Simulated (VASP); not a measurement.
# Mo (I4/mmm) in VASP: notebook

Runs on Mo. Level: PBE. Tasks: single point.

Everything below comes from runs of VASP 6.6.1. Logs are shortened: lines on timing, memory, paths and dates and some standing lists are left out, and cuts for length are marked.

## Step 1: The cell of the first run

Symmetry: I4/mmm, No. 139, tetragonal system. Conventional cell: a = 2.891 Å, b = 2.891 Å, c = 3.268 Å, α = 90.00°, β = 90.00°, γ = 90.00°. Mo (site symmetry 4/mmm) has 14 Mo at 2.62 to 3.27 Å within 3.5 Å.

## Step 2: Single point, PBE (strain -0.080 along x and y, +0.040 along z)

The input, INCAR:

```
SYSTEM = Mo
PREC     = Accurate       ! precision mode
ENCUT    = 520            ! plane-wave cutoff, eV
EDIFF    = 1E-6           ! SCF threshold, eV
ISMEAR   = 0              ! smearing method
SIGMA    = 0.15           ! smearing width, eV
LREAL    = .False.        ! projectors in reciprocal space
LASPH    = .True.         ! aspherical terms in the spheres
NELM     = 60             ! most SCF steps
ALGO     = Fast           ! electronic algorithm
ISIF     = 2              ! what is computed and relaxed
LWAVE    = .False.        ! write WAVECAR
LCHARG   = .True.         ! write CHGCAR
GGA      = PE             ! functional
LELF     = .True.         ! ELF
LVHAR    = .True.       
NBANDS   = 13             ! bands
```

The input, KPOINTS:

```
Automatic mesh
0
Gamma
  22 22 22
  0 0 0
```

The input, POSCAR:

```
Mo
1.0
   -1.4453200000      1.4453200000      1.6338400000
    1.4453200000     -1.4453200000      1.6338400000
    1.4453200000      1.4453200000     -1.6338400000
Mo
1
Direct
    0.0000000000      0.0000000000      0.0000000000
```

Potentials or basis: VASP PAW PBE potentials, release 64 (Mo_sv).

On the command line:

```bash
$ cat potpaw_PBE.64/Mo_sv/POTCAR > POTCAR
$ mpirun -np 1 vasp_std > vasp.out
```

OUTCAR:

```text
SYSTEM = Mo
   PREC = Accurate
   ENCUT = 520
   EDIFF = 1E-6
   ISMEAR = 0
   LREAL = .False.
   LASPH = .True.
   NELM = 60
   ISIF = 2
   GGA = PE

 ion  position               nearest neighbor table
   1  0.000  0.000  0.000-

  LATTYP: Found a body centered tetragonal cell.
 ALAT       =     2.8906400000
 C/A-ratio  =     1.1304347826

  Lattice vectors:

 A1 = (  -1.4453200000,   1.4453200000,   1.6338400000)
 A2 = (   1.4453200000,  -1.4453200000,   1.6338400000)
 A3 = (   1.4453200000,   1.4453200000,  -1.6338400000)

Analysis of symmetry for initial positions (statically):
=====================================================================
 Subroutine PRICEL returns:
 Original cell was already a primitive cell.

 Routine SETGRP: Setting up the symmetry group for a
 body centered tetragonal supercell.

 Subroutine GETGRP returns: Found 16 space group operations
 (whereof 16 operations were pure point group operations)
 out of a pool of 16 trial point group operations.

The static configuration has the point symmetry D_4h.

Analysis of symmetry for dynamics (positions and initial velocities):
=====================================================================
 Subroutine PRICEL returns:
 Original cell was already a primitive cell.

 Routine SETGRP: Setting up the symmetry group for a
 body centered tetragonal supercell.

 Subroutine GETGRP returns: Found 16 space group operations
 (whereof 16 operations were pure point group operations)
 out of a pool of 16 trial point group operations.

The dynamic configuration has the point symmetry D_4h.

 Subroutine INISYM returns: Found 16 space group operations
 (whereof 16 operations are pure point group operations),
 and found     1 'primitive' translations

----------------------------------------------------------------------------------------

                                     Primitive cell

  volume of cell :      13.6520

  direct lattice vectors                    reciprocal lattice vectors
    -1.445320000  1.445320000  1.633840000     0.000000000  0.345944151  0.306027518
     1.445320000 -1.445320000  1.633840000     0.345944151  0.000000000  0.306027518
     1.445320000  1.445320000 -1.633840000     0.345944151  0.345944151  0.000000000

  length of vectors
     2.616740902  2.616740902  2.616740902     0.461876820  0.461876820  0.489238910

  position of ions in fractional coordinates (direct lattice)
     0.000000000  0.000000000  0.000000000

  ion indices of the primitive-cell ions
   primitive index   ion index
                 1           1

----------------------------------------------------------------------------------------

 KPOINTS: Automatic mesh

Automatic generation of k-mesh.
 Grid dimensions read from file:
 generate k-points for:   22   22   22

 Generating k-lattice:

  Cartesian coordinates                     Fractional coordinates (reciprocal lattice)
     0.000000000  0.015724734  0.013910342     0.045454545  0.000000000  0.000000000
     0.015724734  0.000000000  0.013910342     0.000000000  0.045454545  0.000000000
     0.015724734  0.015724734  0.000000000     0.000000000  0.000000000  0.045454545

  Length of vectors
     0.020994401  0.020994401  0.022238132

  Shift w.r.t. Gamma in fractional coordinates (k-lattice)
     0.000000000  0.000000000  0.000000000

 Subroutine IBZKPT returns following result:
 ===========================================

 Found    834 irreducible k-points:

 Following reciprocal coordinates:
            Coordinates               Weight
  0.000000  0.000000  0.000000      1.000000
  0.045455  0.000000  0.000000      8.000000
  0.090909  0.000000  0.000000      8.000000
  0.136364  0.000000  0.000000      8.000000
  0.181818  0.000000 -0.000000      8.000000
  0.227273  0.000000 -0.000000      8.000000
[... 16 lines left out ...]
  0.500000  0.045455  0.000000     16.000000
 -0.454545  0.045455  0.000000     16.000000
 [... further k-points ...]
   k-points           NKPTS =    834   k-points in BZ     NKDIM =    834   number of bands    NBANDS=     13
   number of dos      NEDOS =    301   number of ions     NIONS =      1
   total plane-waves  NPLWV =   8000
   dimension x,y,z NGX =    20 NGY =   20 NGZ =   20
   dimension x,y,z NGXF=    40 NGYF=   40 NGZF=   40
   ions per type =               1
   NGX,Y,Z   is equivalent  to a cutoff of  12.71, 12.71, 12.71 a.u.
   NGXF,Y,Z  is equivalent  to a cutoff of  25.41, 25.41, 25.41 a.u.
 SYSTEM =  Mo
   PREC   = accura    normal or accurate (medium, high low for compatibility)
   ISTART =      0    job   : 0-new  1-cont  2-samecut
   ICHARG =      2    charge: 1-file 2-atom 10-const
   ISPIN  =      1    spin polarized calculation?
   LNONCOLLINEAR =      F non collinear calculations
   LSORBIT =      F    spin-orbit coupling
   LASPH  =      T    aspherical Exc in radial PAW
   ENCUT  =  520.0 eV  38.22 Ry    6.18 a.u.   4.87  4.87  4.87*2*pi/ulx,y,z
   NELM   =     60;   NELMIN=  2; NELMDL= -5     # of ELM steps
   EDIFF  = 0.1E-05   stopping-criterion for ELM
   LREAL  =      F    real-space projection
   EDIFFG = 0.1E-04   stopping-criterion for IOM
   NSW    =      0    number of steps for IOM
   IBRION =     -1    ionic relax: 0-MD 1-quasi-New 2-CG
   NFREE  =      0    steps in history (QN), initial steepest desc. (CG)
   ISIF   =      2    stress and relaxation
   ISYM   =      2    0-nonsym 1-usesym 2-fastsym
   POTIM  = 0.5000    time-step for ionic-motion
   TEBEG  =    0.0;   TEEND  =   0.0 temperature during run
   PSTRESS=    0.0 pullay stress
   NELECT =      14.0000    total number of electrons
   NUPDOWN=      -1.0000    fix difference up-down
   EMIN   =  10.00;   EMAX   =-10.00  energy-range for DOS
   EFERMI =   0.00;   METHOD = LEGACY
   ISMEAR =     0;   SIGMA  =   0.15  broadening in eV -4-tet -1-fermi 0-gaus
   EFERMI_NEDOS =   21; number of points for ismear=-14 and -15
   IALGO  =     68    algorithm
   IMIX   =      4    mixing-type and parameters
     AMIX     =   0.40;   BMIX     =  1.00
     AMIX_MAG =   1.60;   BMIX_MAG =  1.00
  volume/ion in A,a.u.               =      13.65        92.13
  Fermi-wavevector in a.u.,A,eV,Ry     =   1.650891  3.119731 37.081865  2.725440
  Thomas-Fermi vector in A             =   2.739763
   LORBIT       =      0    0 simple, 1 ext, 2 COOP (PROOUT), +10 PAW based schemes
   GGA     = PE    functional components
   LHFCALC =     F    Hartree Fock is set to
   AEXX    =    0.0000 exact exchange contribution
   IVDW    =     0    specifies the selected vdW correction
   LEPSILON=     F    determine dielectric tensor
   LRPA    =     F    only Hartree local field effects (RPA)
 non-spin polarized calculation
 RMM-DIIS sequential band-by-band and
 Gauss-broadening in eV      SIGMA  =   0.15
  energy-cutoff  :      520.00
  volume of cell :       13.65
 maximum number of plane-waves:       389
   NGX =  9   NGY =  9   NGZ =  9

 number of electron      14.0000001 magnetization

 Free energy of the ion-electron system (eV)
  ---------------------------------------------------
  ext. energy  EPLUGINS =         0.00000000
  ---------------------------------------------------
  free energy    TOTEN  =       -10.47202620 eV

  energy without entropy =      -10.46343621  energy(sigma->0) =      -10.46773121

 E-fermi :  14.8958     XC(G=0): -14.1663

 val. band max:       14.8928617752   @ k =  -0.2727   0.4545   0.2727
 cond. band min:      14.8995842506   @ k =  -0.1818   0.0455   0.0000
 fundamental gap:      0.0067224754
 Fermi energy:        14.8957629848

 k-point     1 :       0.0000    0.0000    0.0000
  band No.  band energies     occupation
      1     -46.4228      2.00000
      2     -19.2999      2.00000
      3     -19.2991      2.00000
      4     -19.2991      2.00000
      5       7.2884      2.00000
      6      12.9128      2.00000
      7      12.9128      2.00000
      8      14.4295      1.99999
      9      15.6229      0.00000
     10      17.5957      0.00000
     11      28.4793      0.00000
     12      30.9406      0.00000
     13      30.9406      0.00000

 k-point     2 :       0.0455    0.0000    0.0000
  band No.  band energies     occupation
      1     -46.4143      2.00000
      2     -19.3470      2.00000
      3     -19.3110      2.00000
      4     -19.3000      2.00000
      5       7.3930      2.00000
      6      12.9083      2.00000
      7      12.9470      2.00000
      8      14.4313      1.99999
      9      15.5725      0.00000
     10      17.5430      0.00000
     11      28.6776      0.00000
     12      31.0376      0.00000
     13      31.1158      0.00000

 k-point     3 :       0.0909    0.0000    0.0000
  band No.  band energies     occupation
      1     -46.3892      2.00000
      2     -19.4846      2.00000
      3     -19.3455      2.00000
      4     -19.3013      2.00000
      5       7.6937      2.00000
      6      12.8853      2.00000
      7      13.0047      2.00000
      8      14.4884      1.99988
      9      15.4541      0.00000
     10      17.4112      0.00000
     11      29.2037      0.00000
     12      31.2801      0.00000
     13      31.6308      0.00000

 k-point     4 :       0.1364    0.0000    0.0000
  band No.  band energies     occupation
      1     -46.3494      2.00000
      2     -19.6980      2.00000
      3     -19.3995      2.00000
      4     -19.3034      2.00000
      5       8.1472      2.00000
      6      12.8313      2.00000
      7      12.9769      2.00000
      8      14.7266      1.88920
      9      15.3497      0.00002
     10      17.2561      0.00000
     11      29.8334      0.00000
     12      31.5649      0.00000
     13      32.4580      0.00000

 k-point     5 :       0.1818    0.0000   -0.0000
  band No.  band energies     occupation
      1     -46.2980      2.00000
      2     -19.9663      2.00000
      3     -19.4682      2.00000
      4     -19.3062      2.00000
      5       8.6669      2.00000
      6      12.7829      2.00000
      7      12.8127      2.00000
      8      15.2157      0.00256
      9      15.3322      0.00004
     10      17.1323      0.00000
     11      30.1077      0.00000
     12      31.9430      0.00000
     13      33.5596      0.00000
[... 257 lines left out ...]
 k-point    22 :       0.4545    0.0455   -0.0000
  band No.  band energies     occupation
      1     -45.9834      2.00000
      2     -21.4181      2.00000
      3     -19.8740      2.00000
      4     -19.3388      2.00000
      5       8.9201      2.00000
      6      11.4984      2.00000
      7      15.5061      0.00000
      8      16.4141      0.00000
      9      18.2403      0.00000
     10      20.5418      0.00000
     11      27.3378      0.00000
     12      28.5199      0.00000
     13      34.5930      0.00000

 k-point    23 :       0.5000    0.0455    0.0000
  band No.  band energies     occupation
      1     -45.9824      2.00000
      2     -21.4224      2.00000
      3     -19.8729      2.00000
      4     -19.3421      2.00000
      5       8.9169      2.00000
      6      11.4903      2.00000
      7      15.3809      0.00000
      8      16.6050      0.00000
      9      18.2703      0.00000
     10      20.5153      0.00000
     11      27.3753      0.00000
     12      28.3917      0.00000
     13      34.6192      0.00000

 k-point    24 :      -0.4545    0.0455    0.0000
  band No.  band energies     occupation
      1     -45.9996      2.00000
      2     -21.3485      2.00000
      3     -19.8496      2.00000
      4     -19.3443      2.00000
      5       8.9942      2.00000
      6      11.5532      2.00000
      7      15.1998      0.00415
      8      16.3836      0.00000
      9      18.1538      0.00000
     10      20.0517      0.00000
     11      27.4802      0.00000
     12      28.9204      0.00000
     13      35.2868      0.00000

 [... further k-points ...]

------------------------ aborting loop because EDIFF is reached ----------------------------------------

  FORCE on cell =-STRESS in cart. coord.  units (eV):
  Direction    XX          YY          ZZ          XY          YZ          ZX
  --------------------------------------------------------------------------------------
  -------------------------------------------------------------------------------------
  Total        5.6917854      5.6917854      2.3379855      0.0000000      0.0000000     -0.0000000
  in kB      667.9770748    667.9770748    274.3815137      0.0000000      0.0000000     -0.0000000
  external PRESSURE =     536.7785544 kB  Pullay stress =       0.0000000 kB

 VOLUME and BASIS-vectors are now :
 -----------------------------------------------------------------------------
  energy-cutoff  :      520.00
  volume of cell :       13.65
      direct lattice vectors                 reciprocal lattice vectors
    -1.445320000  1.445320000  1.633840000     0.000000000  0.345944151  0.306027518
     1.445320000 -1.445320000  1.633840000     0.345944151  0.000000000  0.306027518
     1.445320000  1.445320000 -1.633840000     0.345944151  0.345944151  0.000000000

 POSITION                                       TOTAL-FORCE (eV/Angst)
 -----------------------------------------------------------------------------------
      0.00000      0.00000      0.00000         0.000000     -0.000000      0.000000
 -----------------------------------------------------------------------------------
    total drift:                                0.000000     -0.000000      0.000000

  FREE ENERGIE OF THE ION-ELECTRON SYSTEM (eV)
  ---------------------------------------------------
  free  energy   TOTEN  =       -10.4720262014 eV

  energy  without entropy=      -10.4634362110  energy(sigma->0) =      -10.46773121
```

It took 2.5 min on 1 thread of Intel Xeon 8259CL, shared host; peak memory 0.25 GiB.

What came out:

```
Free energy            : -10.4720 eV
Pressure               : 53.7 GPa
Band gap on the k mesh : zero (bands 7 and 8 overlap by 5.79 eV)
```

Stress tensor (GPa, compression positive):
```
66.80  0.00  0.00
 0.00 66.80  0.00
 0.00  0.00 27.44
```

Caveat: the cell differs from its parent crystal (strain -0.080 along x and y, +0.040 along z); the cell stands under pressure.

## Step 3: Single point, PBE (strain -0.040 along x and y, +0.080 along z)

The input, INCAR:

```
PREC = Accurate
ENCUT = 520
EDIFF = 1E-7
ISMEAR = 0
SIGMA = 0.15
LREAL = False
LASPH = True
NELM = 60
ALGO = Fast
ISIF = 2
LWAVE = False
LCHARG = True
GGA = PE
LELF = True
LVHAR = True
NBANDS = 13
```

The input, KPOINTS:

```
Automatic mesh
0
Gamma
  22 22 22
```

The input, POSCAR:

```
Mo
1.0
   -1.5081600000      1.5081600000      1.6966800000
    1.5081600000     -1.5081600000      1.6966800000
    1.5081600000      1.5081600000     -1.6966800000
Mo
1
Direct
    0.0000000000      0.0000000000      0.0000000000
```

Potentials or basis: VASP PAW PBE potentials, release 64 (Mo_sv).

On the command line:

```bash
$ cat potpaw_PBE.64/Mo_sv/POTCAR > POTCAR
$ mpirun -np 1 vasp_std > vasp.out
```

Wall time 2.4 min (1 thread of Intel Xeon 8259CL, shared host); peak memory 0.26 GiB.

Results (log left out):

* Free energy: -10.8044 eV
* Pressure: 8.4 GPa
* Band gap on the k mesh: zero (bands 7 and 8 overlap by 4.89 eV)

Stress tensor (GPa, compression positive):
```
 18.38   0.00   0.00
  0.00  18.38   0.00
  0.00   0.00 -11.65
```

Levels at points of the mesh, in eV from the Fermi level:
| k point | band 3 | band 4 | band 5 | band 6 | band 7 | band 8 | band 9 | band 10 | band 11 | band 12 |
| --- | --- | --- | --- | --- | --- | --- | --- | --- | --- | --- |
| (0.00, 0.00, 0.00) | -34.48 | -34.48 | -7.25 | -1.64 | -1.64 | -0.40 | 0.76 | 2.33 | 13.62 | 15.77 |
| (0.50, 0.00, 0.00) | -34.87 | -34.49 | -5.31 | -2.87 | 0.62 | 1.45 | 2.71 | 4.63 | 11.53 | 12.18 |
| (0.50, 0.50, 0.00) | -35.02 | -34.60 | -5.49 | -4.25 | 2.37 | 2.81 | 3.00 | 4.99 | 11.89 | 12.70 |
| (0.50, 0.50, 0.50) | -35.34 | -35.34 | -5.64 | -5.34 | 3.84 | 4.24 | 4.24 | 7.22 | 10.23 | 10.23 |

Caveat: the cell differs from its parent crystal (strain -0.040 along x and y, +0.080 along z); the cell stands under pressure.

## Step 4: Single point, PBE (strain +0.040 along x and y, -0.080 along z)

The input, INCAR:

```
  PREC = Accurate
  ENCUT = 520
  EDIFF = 1E-7
  ISMEAR = 0
  SIGMA = 0.15
  LREAL = F
  LASPH = T
  NELM = 60
  ALGO = Fast
  ISIF = 2
  LWAVE = F
  LCHARG = T
  GGA = PE
  LELF = T
  LVHAR = T
  NBANDS = 13
```

KPOINTS is that of step 3.

The input, POSCAR:

```
Mo
1.0
   -1.6338400000      1.6338400000      1.4453200000
    1.6338400000     -1.6338400000      1.4453200000
    1.6338400000      1.6338400000     -1.4453200000
Mo
1
Direct
    0.0000000000      0.0000000000      0.0000000000
```

On the command line:

```bash
$ cat potpaw_PBE.64/Mo_sv/POTCAR > POTCAR
$ mpirun -np 1 vasp_std > vasp.out
```

Wall time 3.1 min (1 thread of Intel Xeon 8259CL, shared host); peak memory 0.26 GiB.

It converged, with:

```
Free energy            : -10.7822 eV
Pressure               : 8.7 GPa
Band gap on the k mesh : zero (bands 7 and 8 overlap by 5.38 eV)
```

Stress tensor (GPa, compression positive):
```
-2.75  0.00  0.00
 0.00 -2.75  0.00
 0.00  0.00 31.64
```

Levels at points of the mesh, in eV from the Fermi level:
| k point | band 4 | band 5 | band 6 | band 7 | band 8 | band 9 | band 10 | band 11 |
| --- | --- | --- | --- | --- | --- | --- | --- | --- |
| (0.00, 0.00, 0.00) | -34.37 | -7.22 | -2.22 | -0.67 | -0.67 | 0.61 | 2.56 | 14.26 |
| (0.50, 0.00, 0.00) | -34.54 | -5.39 | -3.84 | 1.64 | 2.15 | 3.50 | 4.81 | 11.98 |
| (0.50, 0.50, 0.00) | -34.41 | -5.22 | -2.24 | 0.49 | 1.09 | 1.84 | 4.71 | 11.15 |
| (0.50, 0.50, 0.50) | -35.14 | -5.62 | -5.31 | 4.03 | 4.03 | 4.43 | 8.17 | 8.17 |

Caveat: the cell differs from its parent crystal (strain +0.040 along x and y, -0.080 along z); the cell stands under pressure.

## Step 5: Summary

```csv
cell,further INCAR settings,gap on the mesh (eV),pressure (GPa)
"a = 2.617 Å, angles 112.9, 112.9, 102.7°, 1 atom",ALGO = Fast; EDIFF = 1e-06; NBANDS = 13,none,53.7
"a = 2.725 Å, angles 112.8, 112.8, 103.0°, 1 atom",ALGO = Fast; EDIFF = 1e-07; NBANDS = 13,none,8.4
"a = 2.725 Å, angles 106.3, 106.3, 115.9°, 1 atom",ALGO = Fast; EDIFF = 1e-07; NBANDS = 13,none,8.7
```

Alike in all rows: task single point; level PBE; potentials or basis VASP PAW PBE potentials, release 64 (Mo_sv); no spin polarisation; k mesh 22 × 22 × 22; cutoff (eV) 520; smearing gaussian 0.15 eV.

Caveats: the cell stands under pressure.

Total energies depend on the potentials used, so only differences within one code and one set of settings carry meaning.
